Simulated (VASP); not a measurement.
# La (Im-3m) in VASP: further runs, part 2 of 2

VASP 6.6.1. The steps go on from the part before.

### Step 4. Relaxation of cell and atoms, PBEsol, target pressure 30 GPa, at which the enthalpy is minimised

INCAR reads:

```
SYSTEM = La
PREC     = Accurate       ! precision mode
ENCUT    = 600            ! plane-wave cutoff, eV
EDIFF    = 1E-7           ! SCF threshold, eV
ISMEAR   = -1             ! smearing method
SIGMA    = 0.05           ! smearing width, eV
LREAL    = .FALSE.        ! projectors in reciprocal space
LASPH    = .TRUE.         ! aspherical terms in the spheres
NELM     = 80             ! most SCF steps
ALGO     = Fast           ! electronic algorithm
ISIF     = 3              ! what is computed and relaxed
LWAVE    = .FALSE.        ! write WAVECAR
LCHARG   = .FALSE.        ! write CHGCAR
GGA      = PS             ! functional
IBRION   = 2              ! ionic algorithm
NSW      = 60             ! ionic steps
EDIFFG   = -0.01          ! ionic threshold
PSTRESS  = 300.0
```

KPOINTS reads:

```
Automatic mesh
0
G
  9 9 9
  0 0 0
```

POSCAR reads:

```
La
1.0
   -2.1238310710      2.1238310710      2.1238310710
    2.1238310710     -2.1238310710      2.1238310710
    2.1238310710      2.1238310710     -2.1238310710
La
1
Direct
    0.0000000000      0.0000000000      0.0000000000
```

On the command line:

```bash
$ cat potpaw_PBE.64/La/POTCAR > POTCAR
$ mpirun -np 1 vasp_std > vasp.out
```

It took 11 min on 1 thread of Intel Xeon Platinum 8488C (Sapphire Rapids), shared host; peak memory 0.24 GiB.

Results (log left out):

* Free energy: -4.3869 eV
* Relaxed volume: 21.31 Å³/atom
* Relaxed cell: a = 3.025 Å, b = 3.025 Å, c = 3.025 Å, α = 109.47°, β = 109.47°, γ = 109.47°
* Space group after relaxing (to 0.05 Å): Im-3m (No. 229)
* Energy change on relaxing (the enthalpy is what falls): +806.3 meV/atom
* Ionic steps: 25
* Pressure after relaxing: 30.1 GPa

Step by step:
```
step  energy change (eV)  largest force (eV/Å)  pressure (GPa)  volume (Å³)
   1              0.0000                0.0000           -2.54        38.32
   2             15.7003                0.0000          701.12         9.33
   3              8.9575                0.0000           20.99        31.59
   4              0.0242                0.0000            4.60        30.23
   5              1.7919                0.0000           67.25        17.79
   6              0.5465                0.0000           22.67        23.01
   7              0.7066                0.0000           26.85        21.88
   8              0.8301                0.0000           30.69        21.19
   9              0.7780                0.0000           29.13        21.47
  10              0.7789                0.0000           29.18        21.46
  11              0.7816                0.0000           29.25        21.45
  12              0.7816                0.0000           29.26        21.45
  13              0.7817                0.0000           29.24        21.45
  14              0.7818                0.0000           29.24        21.45
  15              0.7821                0.0000           28.80        21.44
  16              0.7827                0.0000           29.29        21.44
  17              0.7839                0.0000           29.32        21.43
  18              0.7863                0.0000           29.40        21.42
  19              0.7911                0.0000           29.59        21.39
  20              0.8008                0.0000           29.89        21.34
  21              0.8044                0.0000           27.66        21.32
  22              0.8116                0.0000           30.25        21.28
  23              0.8109                0.0000           30.20        21.29
  24              0.8083                0.0000           30.13        21.30
  25              0.8063                0.0000           30.06        21.31
```

Final structure:
```
La
1.0
    -1.74659    1.74659    1.74659
     1.74659   -1.74659    1.74659
     1.74659    1.74659   -1.74659
La
1
Direct
  0.00000 0.00000 0.00000
```

Levels at points of the mesh, in eV from the Fermi level:
| k point | band 2 | band 3 | band 4 | band 5 | band 6 | band 7 | band 8 | band 9 |
| --- | --- | --- | --- | --- | --- | --- | --- | --- |
| (0.00, 0.00, 0.00) | -13.24 | -13.24 | -13.24 | -1.03 | 1.93 | 1.93 | 1.93 | 2.15 |

Caveat: the cell is relaxed towards a set pressure, so the enthalpy falls and the energy may rise; the volume moved by over 15 % at a fixed basis, so the end points are rough; the PAW data sets were made with another functional, which shifts forces and pressure a little; spin-orbit coupling is left out, which moves the levels of the heavy elements.

### Step 5. Single point, r2SCAN

POSCAR is that of step 4.

INCAR.step1 reads:

```
  PREC = Accurate
  ENCUT = 520
  ISMEAR = 1
  SIGMA = 0.01
  LREAL = F
  LASPH = T
  NELM = 60
  NBANDS = 12
  GGA = PE
  ALGO = Normal
  EDIFF = 1E-4
  LWAVE = T
  LCHARG = F
```

INCAR.step2 reads:

```
  PREC = Accurate
  ENCUT = 520
  EDIFF = 1E-6
  ISMEAR = 1
  SIGMA = 0.01
  LREAL = F
  LASPH = T
  NELM = 60
  ALGO = Normal
  ISIF = 2
  LWAVE = F
  LCHARG = F
  METAGGA = R2SCAN
  LMIXTAU = T
  NBANDS = 12
  ISTART = 1
```

KPOINTS reads:

```
regular mesh
0
Gamma
  9 9 9
```

On the command line:

```bash
$ cat potpaw_PBE.64/La/POTCAR > POTCAR
$ cp INCAR.step1 INCAR
$ mpirun -np 1 vasp_std > vasp.out
$ cp INCAR.step2 INCAR
$ mpirun -np 1 vasp_std > vasp.out
```

Run time: 78 s. Hardware: 1 thread of AMD EPYC 7R43 (Zen 3), shared host; peak memory 0.15 GiB.

The run converged. Its results:

| Property | Result |
| --- | --- |
| Free energy | -29.6244 eV |
| Pressure | -0.2 GPa |

Levels at points of the mesh, in eV from the Fermi level:
| k point | band 2 | band 3 | band 4 | band 5 | band 6 | band 7 | band 8 | band 9 |
| --- | --- | --- | --- | --- | --- | --- | --- | --- |
| (0.00, 0.00, 0.00) | -16.74 | -16.74 | -16.74 | -3.40 | 1.67 | 1.67 | 1.67 | 1.73 |

Caveat: the PAW data sets were made with another functional, which shifts forces and pressure a little; spin-orbit coupling is left out, which moves the levels of the heavy elements.

### Step 6. Single point, PBEsol+D4, non-collinear spin, zero start, spin-orbit coupling (volume scaled by 1.25)

INCAR reads:

```
SYSTEM = La
ALGO = Normal ; EDIFF = 1E-6
ENCUT = 520 ; GGA = PS
GGA_COMPAT = .False. ; ISIF = 2
ISMEAR = 1 ; IVDW = 13
LASPH = .True. ; LCHARG = .False.
LMAXMIX = 6 ; LNONCOLLINEAR = .True.
LORBIT = 11 ; LORBMOM = .True.
LREAL = .False. ; LSORBIT = .True.
LWAVE = .False. ; MAGMOM = 0 0 0
NBANDS = 22 ; NELM = 150
PREC = Accurate ; SIGMA = 0.05
```

KPOINTS reads:

```
k-points
0
Gamma
  9 9 9
  0 0 0
```

POSCAR reads:

```
La
1.0
   -2.2878276676      2.2878276676      2.2878276676
    2.2878276676     -2.2878276676      2.2878276676
    2.2878276676      2.2878276676     -2.2878276676
La
1
Direct
    0.0000000000      0.0000000000      0.0000000000
```

Potentials or basis: VASP PAW PBE potentials, release 64 (La).

On the command line:

```bash
$ cat potpaw_PBE.64/La/POTCAR > POTCAR
$ mpirun -np 1 vasp_ncl > vasp.out
```

OUTCAR:

```text
SYSTEM = La
   EDIFF = 1E-6
   ENCUT = 520
   GGA = PS
   ISIF = 2
   ISMEAR = 1
   IVDW = 13
   LASPH = .True.
   LNONCOLLINEAR = .True.
   LORBIT = 11
   LREAL = .False.
   LSORBIT = .True.
   NELM = 150
   PREC = Accurate

 ion  position               nearest neighbor table
   1  0.000  0.000  0.000-

  LATTYP: Found a body centered cubic cell.
 ALAT       =     4.5756553352

  Lattice vectors:

 A1 = (  -2.2878276676,   2.2878276676,   2.2878276676)
 A2 = (   2.2878276676,  -2.2878276676,   2.2878276676)
 A3 = (   2.2878276676,   2.2878276676,  -2.2878276676)

Analysis of symmetry for initial positions (statically):
[... 853 lines left out ...]
  1         0.000   0.000  -0.000  -0.000
 ------------------------------------------------
            0.000   0.000  -0.000  -0.000

 Spin-Orbit-Coupling matrix elements

 Ion:    1  E_soc:     -0.5987203
 l=   1
     0.0000000    -0.0986428    -0.0986428
    -0.0986428     0.0000000    -0.0986428
    -0.0986428    -0.0986428     0.0000000
 l=   2
     0.0000000     0.0000947     0.0000000     0.0000947    -0.0010985
     0.0000947     0.0000000    -0.0008239     0.0000947    -0.0002746
     0.0000000    -0.0008239     0.0000000    -0.0008239     0.0000000
     0.0000947     0.0000947    -0.0008239     0.0000000    -0.0002746
    -0.0010985    -0.0002746     0.0000000    -0.0002746     0.0000000
 l=   3
     0.0000000    -0.0000146     0.0000000     0.0000000     0.0000000     0.0000021    -0.0001023
    -0.0000146     0.0000000    -0.0000243     0.0000000    -0.0000243    -0.0000388    -0.0000146
     0.0000000    -0.0000243     0.0000000    -0.0000484     0.0000010    -0.0000549     0.0000000
     0.0000000     0.0000000    -0.0000484     0.0000000    -0.0000484     0.0000000     0.0000000
     0.0000000    -0.0000243     0.0000010    -0.0000484     0.0000000    -0.0000549     0.0000000
     0.0000021    -0.0000388    -0.0000549     0.0000000    -0.0000549     0.0000000     0.0000021
    -0.0001023    -0.0000146     0.0000000     0.0000000     0.0000000     0.0000021     0.0000000

 total charge

# of ion       s       p       d       f       tot
--------------------------------------------------
    1        2.080   5.574   0.714   0.062   8.431

 magnetization (x)

# of ion       s       p       d       f       tot
--------------------------------------------------
    1       -0.000   0.000   0.000   0.000  -0.000

 magnetization (y)

# of ion       s       p       d       f       tot
--------------------------------------------------
    1        0.000   0.000   0.000   0.000   0.000

 magnetization (z)

# of ion       s       p       d       f       tot
--------------------------------------------------
    1       -0.000   0.000  -0.000   0.000  -0.000
```

OSZICAR:

```text
N       E                     dE             d eps       ncg     rms          rms(c)
DAV:   1     0.127402898499E+03    0.12740E+03   -0.36977E+03  1540   0.126E+03
DAV:   2     0.137580202503E+02   -0.11364E+03   -0.11026E+03  1964   0.230E+02
DAV:   3    -0.365113468604E+01   -0.17409E+02   -0.16806E+02  2322   0.115E+02
DAV:   4    -0.507649924881E+01   -0.14254E+01   -0.13837E+01  3044   0.303E+01
DAV:   5    -0.520049677107E+01   -0.12400E+00   -0.12222E+00  2648   0.873E+00    0.151E+00
DAV:   6    -0.521312966655E+01   -0.12633E-01   -0.20376E-01  3036   0.345E+00    0.750E-01
DAV:   7    -0.520849472665E+01    0.46349E-02   -0.13941E-02  2792   0.110E+00    0.302E-01
DAV:   8    -0.520787025558E+01    0.62447E-03   -0.19259E-03  3028   0.370E-01    0.938E-02
DAV:   9    -0.520789759484E+01   -0.27339E-04   -0.15142E-04  2712   0.989E-02    0.248E-02
DAV:  10    -0.520789852269E+01   -0.92785E-06   -0.22887E-05  2988   0.536E-02    0.135E-02
DAV:  11    -0.520790744605E+01   -0.89234E-05   -0.30505E-05  2528   0.443E-02    0.424E-03
DAV:  12    -0.520790838583E+01   -0.93978E-06   -0.49901E-06  3074   0.193E-02
   1 F= -.53413299E+01 E0= -.53408376E+01  d E =-.147687E-02  mag=    -0.0000    -0.0000    -0.0000
```

stdout:

```text
POSCAR found type information on POSCAR La
 POSCAR found :  1 types and       1 ions
 scaLAPACK will be used
 -----------------------------------------------------------------------------
|                                                                             |
|                                                                             |
|     You enforced a specific xc type in the INCAR file but a different       |
|     I HOPE YOU KNOW WHAT YOU ARE DOING!                                     |
|                                                                             |
 -----------------------------------------------------------------------------

 LDA part: xc-table for (Slater+PW92), standard interpolation
 POSCAR, INCAR and KPOINTS ok, starting setup
 FFT: planning ... GRIDC
 FFT: planning ... GRID_SOFT
 FFT: planning ... GRID
 WAVECAR not read
 entering main loop
```

It took 85 s on 1 thread of AMD EPYC 7R43 (Zen 3), shared host; peak memory 0.27 GiB.

What came out:

- Free energy: -5.3413 eV
- Pressure: -6.3 GPa
- Net moment: 0.00 μB per cell
- Valence electrons inside the program's atomic spheres: La 8.43
- Dispersion energy per atom: -0.133 eV

Moments on the atoms (μB; x, y, z):
```
La  0.00 0.00 0.00
```

Caveat: the cell differs from its parent crystal (volume scaled by 1.25); the PAW data sets were made with another functional, which shifts forces and pressure a little.

### Step 7. The runs side by side

```csv
task,level,spin,cell,cutoff (eV),smearing,gap on the mesh (eV),pressure (GPa)
relaxation of cell and atoms,PBEsol,off,"relaxed to 2 GPa from a = 3.679 Å, angles 109.5°, 1 atom",600,fermi-dirac 0.05 eV,none,2.0
relaxation of cell and atoms,PBEsol,off,"relaxed to 5 GPa from a = 3.679 Å, angles 109.5°, 1 atom",600,fermi-dirac 0.05 eV,none,5.0
relaxation of cell and atoms,PBEsol,off,"relaxed to 30 GPa from a = 3.679 Å, angles 109.5°, 1 atom",600,fermi-dirac 0.05 eV,none,30.1
single point,r2SCAN,off,"a = 3.679 Å, angles 109.5°, 1 atom",520,methfessel-paxton 0.01 eV,none,-0.2
single point,PBEsol+D4,"non-collinear, zero start, SOC","a = 3.963 Å, angles 109.5°, 1 atom",520,methfessel-paxton 0.05 eV,-,-6.3
```

Alike in all rows: potentials or basis VASP PAW PBE potentials, release 64 (La); k mesh 9 × 9 × 9.

Caveats: the PAW data sets were made with another functional, which shifts forces and pressure a little; spin-orbit coupling is left out, which moves the levels of the heavy elements (some runs); the cell is relaxed towards a set pressure, so the enthalpy falls and the energy may rise (some runs); the volume moved by over 15 % at a fixed basis, so the end points are rough (some runs).

Absolute energies hang on the potentials; compare differences alone.
